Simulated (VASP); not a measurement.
# NaScSe2 (P4/mmm) in VASP: relaxation of cell and atoms with LDA

Aim: the relaxation of cell and atoms of NaScSe2 with LDA.

Everything below comes from runs of VASP 6.6.1. Logs are shortened: lines on timing, memory, paths and dates and some standing lists are left out, and cuts for length are marked.

## (1) The cell of the first run

The structure is tetragonal, space group P4/mmm (No. 123). The conventional cell has a = 4.025 Å, b = 4.025 Å, c = 5.462 Å, α = 90.00°, β = 90.00°, γ = 90.00°. Within 3.6 Å of Na (site symmetry 4/mmm) lie 6 Se at 2.73 to 2.85 Å. Within 3.6 Å of Se (site symmetry 4/mmm) lie 2 Na at 2.73 Å and 4 Sc at 2.85 Å. Se (site symmetry 4/mmm) has 2 Sc at 2.73 Å and 4 Na at 2.85 Å within 3.6 Å. Within 3.6 Å of Sc (site symmetry 4/mmm) lie 6 Se at 2.73 to 2.85 Å.

## (2) Relaxation of cell and atoms, LDA

INCAR reads:

```
SYSTEM = NaScSe2
ALGO = Normal ; EDIFF = 1E-6
EDIFFG = -0.005 ; ENCUT = 600
IBRION = 2 ; ISIF = 3
ISMEAR = -1 ; LASPH = .True.
LCHARG = .False. ; LREAL = .False.
LWAVE = .False. ; NELM = 100
NSW = 80 ; PREC = Accurate
SIGMA = 0.02
```

KPOINTS reads:

```
k-points
0
Gamma
  6 6 4
  0 0 0
```

POSCAR reads:

```
NaScSe2
1.0
    4.0247332358      0.0000000000      0.0000000000
    0.0000000000      4.0247332358      0.0000000000
    0.0000000000      0.0000000000      5.4623696768
Na Se Sc
1 2 1
Direct
    0.0000000000      0.0000000000      0.0000000000
    0.0000000000      0.0000000000      0.5000000000
    0.5000000000      0.5000000000      0.0000000000
    0.5000000000      0.5000000000      0.5000000000
```

Potentials or basis: VASP PAW LDA potentials, release 64 (Na_pv, Se, Sc_sv).

Run with:

```bash
$ cat potpaw_LDA.64/Na_pv/POTCAR potpaw_LDA.64/Se/POTCAR potpaw_LDA.64/Sc_sv/POTCAR > POTCAR
$ mpirun -np 1 vasp_std > vasp.out
```

OUTCAR:

```text
SYSTEM = NaScSe2
   EDIFF = 1E-6
   EDIFFG = -0.005
   ENCUT = 600
   IBRION = 2
   ISIF = 3
   ISMEAR = -1
   LASPH = .True.
   LREAL = .False.
   NELM = 100
   NSW = 80
   PREC = Accurate

 ion  position               nearest neighbor table
   1  0.000  0.000  0.000-   2 2.73   2 2.73
   2  0.000  0.000  0.500-   1 2.73   1 2.73   4 2.85   4 2.85   4 2.85   4 2.85
   3  0.500  0.500  0.000-   4 2.73   4 2.73
   4  0.500  0.500  0.500-   3 2.73   3 2.73   2 2.85   2 2.85   2 2.85   2 2.85

  LATTYP: Found a simple tetragonal cell.
 ALAT       =     4.0247332358
 C/A-ratio  =     1.3572004296

  Lattice vectors:

 A1 = (   4.0247332358,   0.0000000000,   0.0000000000)
 A2 = (   0.0000000000,   4.0247332358,   0.0000000000)
 A3 = (   0.0000000000,   0.0000000000,   5.4623696768)

Analysis of symmetry for initial positions (statically):
=====================================================================
 Subroutine PRICEL returns:
 Original cell was already a primitive cell.

 Routine SETGRP: Setting up the symmetry group for a
 simple tetragonal supercell.

 Subroutine GETGRP returns: Found 16 space group operations
 (whereof 16 operations were pure point group operations)
 out of a pool of 16 trial point group operations.

The static configuration has the point symmetry D_4h.

Analysis of symmetry for dynamics (positions and initial velocities):
=====================================================================
 Subroutine PRICEL returns:
 Original cell was already a primitive cell.

 Routine SETGRP: Setting up the symmetry group for a
 simple tetragonal supercell.

 Subroutine GETGRP returns: Found 16 space group operations
 (whereof 16 operations were pure point group operations)
 out of a pool of 16 trial point group operations.

The dynamic configuration has the point symmetry D_4h.

 Subroutine INISYM returns: Found 16 space group operations
 (whereof 16 operations are pure point group operations),
 and found     1 'primitive' translations

----------------------------------------------------------------------------------------

                                     Primitive cell

  volume of cell :      88.4821

  direct lattice vectors                    reciprocal lattice vectors
     4.024733236  0.000000000  0.000000000     0.248463672  0.000000000  0.000000000
     0.000000000  4.024733236  0.000000000     0.000000000  0.248463672  0.000000000
[... 70 lines left out ...]
 [... further k-points ...]
   k-points           NKPTS =     30   k-points in BZ     NKDIM =     30   number of bands    NBANDS=     19
   number of dos      NEDOS =    301   number of ions     NIONS =      4
   total plane-waves  NPLWV =  49152
   dimension x,y,z NGX =    32 NGY =   32 NGZ =   48
   dimension x,y,z NGXF=    64 NGYF=   64 NGZF=   96
   ions per type =               1   2   1
   NGX,Y,Z   is equivalent  to a cutoff of  13.22, 13.22, 14.61 a.u.
   NGXF,Y,Z  is equivalent  to a cutoff of  26.44, 26.44, 29.22 a.u.
 SYSTEM =  NaScSe2
   PREC   = accura    normal or accurate (medium, high low for compatibility)
   ISTART =      0    job   : 0-new  1-cont  2-samecut
   ICHARG =      2    charge: 1-file 2-atom 10-const
   ISPIN  =      1    spin polarized calculation?
   LNONCOLLINEAR =      F non collinear calculations
   LSORBIT =      F    spin-orbit coupling
   LASPH  =      T    aspherical Exc in radial PAW
   ENCUT  =  600.0 eV  44.10 Ry    6.64 a.u.   8.04  8.04 10.91*2*pi/ulx,y,z
   NELM   =    100;   NELMIN=  2; NELMDL= -5     # of ELM steps
   EDIFF  = 0.1E-05   stopping-criterion for ELM
   LREAL  =      F    real-space projection
   EDIFFG = -.5E-02   stopping-criterion for IOM
   NSW    =     80    number of steps for IOM
   IBRION =      2    ionic relax: 0-MD 1-quasi-New 2-CG
   NFREE  =      1    steps in history (QN), initial steepest desc. (CG)
   ISIF   =      3    stress and relaxation
   ISYM   =      2    0-nonsym 1-usesym 2-fastsym
   POTIM  = 0.5000    time-step for ionic-motion
   TEBEG  =    0.0;   TEEND  =   0.0 temperature during run
   PSTRESS=    0.0 pullay stress
   NELECT =      30.0000    total number of electrons
   NUPDOWN=      -1.0000    fix difference up-down
   EMIN   =  10.00;   EMAX   =-10.00  energy-range for DOS
   EFERMI =   0.00;   METHOD = LEGACY
   ISMEAR =    -1;   SIGMA  =   0.02  broadening in eV -4-tet -1-fermi 0-gaus
   EFERMI_NEDOS =   21; number of points for ismear=-14 and -15
   IALGO  =     38    algorithm
   IMIX   =      4    mixing-type and parameters
     AMIX     =   0.40;   BMIX     =  1.00
     AMIX_MAG =   1.60;   BMIX_MAG =  1.00
  volume/ion in A,a.u.               =      22.12       149.28
  Fermi-wavevector in a.u.,A,eV,Ry     =   1.141555  2.157226 17.730401  1.303148
  Thomas-Fermi vector in A             =   2.278255
   LORBIT       =      0    0 simple, 1 ext, 2 COOP (PROOUT), +10 PAW based schemes
   GGA     = CA    functional components
   LHFCALC =     F    Hartree Fock is set to
   AEXX    =    0.0000 exact exchange contribution
   IVDW    =     0    specifies the selected vdW correction
   LEPSILON=     F    determine dielectric tensor
   LRPA    =     F    only Hartree local field effects (RPA)
 conjugate gradient relaxation of ions
 non-spin polarized calculation
  energy-cutoff  :      600.00
  volume of cell :       88.48
 maximum number of plane-waves:      2980
   NGX = 17   NGY = 17   NGZ = 21

--------------------------------------- Ionic step        1  -------------------------------------------

 number of electron      30.0000001 magnetization

 Free energy of the ion-electron system (eV)
  ---------------------------------------------------
  ext. energy  EPLUGINS =         0.00000000
  ---------------------------------------------------
  free energy    TOTEN  =       -22.10758713 eV

  energy without entropy =      -22.10686203  energy(sigma->0) =      -22.10722458

 E-fermi :   2.8582     XC(G=0):  -9.7981

 val. band max:        2.8580300534   @ k =   0.0000   0.0000   0.2500
 cond. band min:       2.8866363289   @ k =   0.0000   0.0000   0.5000
 fundamental gap:      0.0286062756
 Fermi energy:         2.8582438091

 k-point     1 :       0.0000    0.0000    0.0000
  band No.  band energies     occupation
      1     -46.8316      2.00000
      2     -25.7963      2.00000
      3     -25.7963      2.00000
      4     -25.6680      2.00000
      5     -19.5055      2.00000
      6     -19.4594      2.00000
[... 670 lines left out ...]
--------------------------------------- Ionic step        5  -------------------------------------------

 number of electron      30.0000003 magnetization

 Free energy of the ion-electron system (eV)
  ---------------------------------------------------
  ext. energy  EPLUGINS =         0.00000000
  ---------------------------------------------------
  free energy    TOTEN  =       -22.20911112 eV

  energy without entropy =      -22.20797665  energy(sigma->0) =      -22.20854389

 E-fermi :   3.4264     XC(G=0): -10.1491

 val. band max:        3.4135178633   @ k =   0.0000   0.0000   0.5000
 cond. band min:       3.4378107349   @ k =   0.0000   0.0000   0.0000
 fundamental gap:      0.0242928716
 Fermi energy:         3.4263795538

 k-point     1 :       0.0000    0.0000    0.0000
  band No.  band energies     occupation
      1     -45.9216      2.00000
      2     -24.9020      2.00000
      3     -24.9020      2.00000
      4     -24.7993      2.00000
      5     -18.8837      2.00000
      6     -18.8274      2.00000
[... 550 lines left out ...]
  FREE ENERGIE OF THE ION-ELECTRON SYSTEM (eV)
  ---------------------------------------------------
  free  energy   TOTEN  =       -22.2091111248 eV

  energy  without entropy=      -22.2079766480  energy(sigma->0) =      -22.20854389

 reached required accuracy - stopping structural energy minimisation
```

OSZICAR:

```text
N       E                     dE             d eps       ncg     rms          rms(c)
DAV:   1     0.358861853214E+03    0.35886E+03   -0.15573E+04  1172   0.176E+03
DAV:   2     0.148569492367E+02   -0.34400E+03   -0.33835E+03  1252   0.512E+02
DAV:   3    -0.239790519073E+02   -0.38836E+02   -0.36180E+02  1879   0.156E+02
DAV:   4    -0.253732332393E+02   -0.13942E+01   -0.13914E+01  1664   0.276E+01
[... 40 lines left out ...]
DAV:   2    -0.222093783026E+02    0.48322E-03   -0.14821E-03  1561   0.464E-01    0.842E-02
DAV:   3    -0.222091140513E+02    0.26425E-03   -0.55640E-04  1819   0.250E-01    0.186E-02
DAV:   4    -0.222091125205E+02    0.15308E-05   -0.28290E-05  1687   0.507E-02    0.956E-03
DAV:   5    -0.222091113319E+02    0.11885E-05   -0.32432E-06  1033   0.117E-02    0.329E-03
DAV:   6    -0.222091111248E+02    0.20715E-06   -0.38756E-07   693   0.909E-03
   5 F= -.22209111E+02 E0= -.22208544E+02  d E =-.348348E-02
```

CONTCAR:

```text
NaScSe2
   1.00000000000000
     3.9048732630881835    0.0000000000000000    0.0000000000000000
     0.0000000000000000    3.9048732630881835   -0.0000000000000000
     0.0000000000000000    0.0000000000000000    5.3579054242881821
  Na              Se              Sc
     1     2     1
Direct
     0.0000000000000000    0.0000000000000000    0.0000000000000000
     0.0000000000000000    0.0000000000000000    0.5000000000000000
     0.5000000000000000    0.5000000000000000    0.0000000000000000
     0.5000000000000000    0.5000000000000000    0.5000000000000000

  0.00000000E+00  0.00000000E+00  0.00000000E+00
  0.00000000E+00  0.00000000E+00  0.00000000E+00
  0.00000000E+00  0.00000000E+00  0.00000000E+00
  0.00000000E+00  0.00000000E+00  0.00000000E+00
```

It took 1.9 min on 1 thread of Intel Xeon Platinum 8488C (Sapphire Rapids), shared host; peak memory 0.23 GiB.

What came out:

```
Free energy                           : -22.2091 eV
Relaxed volume                        : 20.42 Å³/atom
Relaxed cell                          : a = 3.905 Å, b = 3.905 Å, c = 5.358 Å, α = 90.00°, β = 90.00°, γ = 90.00°
Space group after relaxing (to 0.1 Å) : P4/mmm (No. 123)
Energy gained by relaxing             : 25.4 meV/atom
Ionic steps                           : 5
Pressure after relaxing               : 0.0 GPa
Band gap on the k mesh                : zero (bands 15 and 16 overlap by 0.25 eV)
```

Step by step:
```
step  energy change (eV)  largest force (eV/Å)  pressure (GPa)  volume (Å³)
   1              0.0000                0.0000           -4.52        88.48
   2             -0.0939                0.0000            1.10        80.72
   3             -0.0980                0.0000           -0.04        81.97
   4             -0.1014                0.0000           -0.01        81.75
   5             -0.1015                0.0000            0.01        81.70
```

Final structure:
```
CELL_PARAMETERS angstrom
3.90487 0.00000 0.00000
0.00000 3.90487 0.00000
0.00000 0.00000 5.35791
ATOMIC_POSITIONS crystal
Na 0.00000 0.00000 0.00000
Se 0.00000 0.00000 0.50000
Se 0.50000 0.50000 0.00000
Sc 0.50000 0.50000 0.50000
```
